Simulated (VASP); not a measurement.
Runs of VASP 6.6.1 on CdSe. It takes space group Pm-3m (No. 221, cubic). Conventional cell: a = 3.533 Å, b = 3.533 Å, c = 3.533 Å, α = 90.00°, β = 90.00°, γ = 90.00°. Cd (site symmetry m-3m) has 8 Se at 3.06 Å and 6 Cd at 3.53 Å within 4.0 Å. Se (site symmetry m-3m) has 8 Cd at 3.06 Å and 6 Se at 3.53 Å within 4.0 Å. 

```tsv
level	k mesh	grid for exact exchange (PRECFOCK)	share of exact exchange	screening parameter	gap on the mesh (eV)	pressure (GPa)
PBE-based screened hybrid with 20 % exact exchange	4 × 4 × 4	Normal	0.2	0.2078 1/Å	none	0.2
HSE06	4 × 4 × 4	Normal	0.25	0.2079 1/Å	none	-0.1
PBE-based screened hybrid with 50 % exact exchange	4 × 4 × 4	Normal	0.5	0.5 1/Å	none	-0.3
PBEsol	6 × 6 × 6	-	-	-	none	(a)
PBE-based global hybrid with 40 % exact exchange	4 × 4 × 4	Normal	0.4	-	none	(b)
```

Alike in all rows: task single point; potentials or basis VASP PAW PBE potentials, release 64 (Cd, Se); no spin polarisation; cell as given; cutoff (eV) 520; smearing fermi-dirac 0.02 eV.

Q: Estimate the missing entries.

A: (a) -2.5; (b) -1.7.

Caveats: some runs use coarse meshes; the structure was generated, so it needn't be the stable form of CdSe; the PAW data sets were made with another functional, which shifts forces and pressure a little.

A k mesh can miss the band edges, and the runs leave out spin-orbit coupling on Cd, Se.

A gap of «none» marks levels without a gap at the run's occupations.
